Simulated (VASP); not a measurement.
# Sr (Im-3m) in VASP: notebook, part 2 of 2

VASP 6.6.1. The steps go on from the part before.

### 4 Single point, r2SCAN (57.27 Å³/atom)

This run uses another cell than the first one, of 57.27 Å³/atom.

POSCAR reads:

```
Sr
1.0
   -2.4282304172      2.4282304172      2.4282304172
    2.4282304172     -2.4282304172      2.4282304172
    2.4282304172      2.4282304172     -2.4282304172
Sr
1
Direct
    0.0000000000      0.0000000000      0.0000000000
```

INCAR.step1 reads:

```
SYSTEM = Sr
PREC     = Accurate       ! precision mode
ENCUT    = 520            ! plane-wave cutoff, eV
ISMEAR   = 0              ! smearing method
SIGMA    = 0.1            ! smearing width, eV
LREAL    = .False.        ! projectors in reciprocal space
LASPH    = .True.         ! aspherical terms in the spheres
NELM     = 100            ! most SCF steps
NBANDS   = 11             ! bands
GGA      = PE             ! functional
ALGO     = Normal         ! electronic algorithm
EDIFF    = 1E-4           ! SCF threshold, eV
LWAVE    = .True.         ! write WAVECAR
LCHARG   = .False.        ! write CHGCAR
```

INCAR.step2 reads:

```
SYSTEM = Sr
PREC     = Accurate       ! precision mode
ENCUT    = 520            ! plane-wave cutoff, eV
EDIFF    = 1E-6           ! SCF threshold, eV
ISMEAR   = 0              ! smearing method
SIGMA    = 0.1            ! smearing width, eV
LREAL    = .False.        ! projectors in reciprocal space
LASPH    = .True.         ! aspherical terms in the spheres
NELM     = 100            ! most SCF steps
ALGO     = Normal         ! electronic algorithm
ISIF     = 2              ! what is computed and relaxed
LWAVE    = .False.        ! write WAVECAR
LCHARG   = .False.        ! write CHGCAR
METAGGA  = R2SCAN         ! meta-GGA
LMIXTAU  = .True.       
NBANDS   = 11             ! bands
ISTART   = 1
```

KPOINTS reads:

```
regular mesh
0
Gamma
  12 12 12
  0 0 0
```

The run is started by

```
> cat potpaw_PBE.64/Sr_sv/POTCAR > POTCAR
> cp INCAR.step1 INCAR
> mpirun -np 1 vasp_std > vasp.out
> cp INCAR.step2 INCAR
> mpirun -np 1 vasp_std > vasp.out
```

Wall time 69 s (1 thread of Intel Xeon Platinum 8375C at 2.90GHz (Ice Lake), shared host); peak memory 0.21 GiB.

It converged, with:

```yaml
Free_energy: -15.0902 eV
Pressure: -0.3 GPa
Band_gap_on_the_k_mesh: zero (bands 5 and 6 overlap by 0.42 eV)
```

Levels at points of the mesh, in eV from the Fermi level:
```csv
k point,band 2,band 3,band 4,band 5,band 6,band 7,band 8,band 9
"(0.00, 0.00, 0.00)",-19.40,-19.40,-19.40,-3.80,2.66,2.66,2.66,3.97
"(0.50, 0.00, 0.00)",-19.58,-19.46,-19.40,-0.96,0.05,1.43,3.82,4.48
"(0.50, 0.50, 0.50)",-19.53,-19.53,-19.53,-0.08,-0.08,3.68,3.68,3.68
```

Caveat: the PAW data sets were made with another functional, which shifts forces and pressure a little.

### 5 Single point, r2SCAN (58.94 Å³/atom)

This run uses another cell than the first one, of 58.94 Å³/atom.

POSCAR reads:

```
Sr
1.0
   -2.4515802190      2.4515802190      2.4515802190
    2.4515802190     -2.4515802190      2.4515802190
    2.4515802190      2.4515802190     -2.4515802190
Sr
1
Direct
    0.0000000000      0.0000000000      0.0000000000
```

INCAR.step1 reads:

```
PREC     = Accurate       # precision mode
ENCUT    = 520            # plane-wave cutoff, eV
ISMEAR   = 0              # smearing method
SIGMA    = 0.1            # smearing width, eV
LREAL    = F              # projectors in reciprocal space
LASPH    = T              # aspherical terms in the spheres
NELM     = 60             # most SCF steps
NBANDS   = 11             # bands
GGA      = PE             # functional
ALGO     = Normal         # electronic algorithm
EDIFF    = 1E-4           # SCF threshold, eV
LWAVE    = T              # write WAVECAR
LCHARG   = F              # write CHGCAR
```

INCAR.step2 reads:

```
PREC     = Accurate       # precision mode
ENCUT    = 520            # plane-wave cutoff, eV
EDIFF    = 1E-7           # SCF threshold, eV
ISMEAR   = 0              # smearing method
SIGMA    = 0.1            # smearing width, eV
LREAL    = F              # projectors in reciprocal space
LASPH    = T              # aspherical terms in the spheres
NELM     = 60             # most SCF steps
ALGO     = Normal         # electronic algorithm
ISIF     = 2              # what is computed and relaxed
LWAVE    = F              # write WAVECAR
LCHARG   = F              # write CHGCAR
METAGGA  = R2SCAN         # meta-GGA
LMIXTAU  = T            
NBANDS   = 11             # bands
ISTART   = 1
```

KPOINTS reads:

```
regular mesh
0
Gamma
  12 12 12
```

The run is started by

```
> cat potpaw_PBE.64/Sr_sv/POTCAR > POTCAR
> cp INCAR.step1 INCAR
> mpirun -np 1 vasp_std > vasp.out
> cp INCAR.step2 INCAR
> mpirun -np 1 vasp_std > vasp.out
```

Run time: 75 s. Hardware: 1 thread of Intel Xeon Platinum 8375C at 2.90GHz (Ice Lake), shared host; peak memory 0.21 GiB.

It converged, with:

```yaml
Free_energy: -15.0861 eV
Pressure: -0.5 GPa
Band_gap_on_the_k_mesh: zero (bands 5 and 6 overlap by 0.37 eV)
```

Levels at points of the mesh, in eV from the Fermi level:
```csv
k point,band 3,band 4,band 5,band 6,band 7,band 8
"(0.00, 0.00, 0.00)",-19.47,-19.47,-3.76,2.63,2.63,2.63
"(0.50, 0.00, 0.00)",-19.52,-19.47,-0.94,0.01,1.43,3.74
"(0.50, 0.50, 0.50)",-19.58,-19.58,-0.03,-0.03,3.57,3.57
```

Caveat: the PAW data sets were made with another functional, which shifts forces and pressure a little.

### 6 Summary

```tsv
cell	gap on the mesh (eV)	pressure (GPa)
a = 4.080 Å, angles 109.5°, 1 atom	none	0.8
a = 4.123 Å, angles 109.5°, 1 atom	none	0.4
a = 4.206 Å, angles 109.5°, 1 atom	none	-0.3
a = 4.246 Å, angles 109.5°, 1 atom	none	-0.5
```

Alike in all rows: task single point; level r2SCAN; potentials or basis VASP PAW PBE potentials, release 64 (Sr_sv); no spin polarisation; k mesh 12 × 12 × 12; cutoff (eV) 520; smearing gaussian 0.1 eV.

Caveats: the PAW data sets were made with another functional, which shifts forces and pressure a little.

Absolute energies hang on the potentials; compare differences alone.
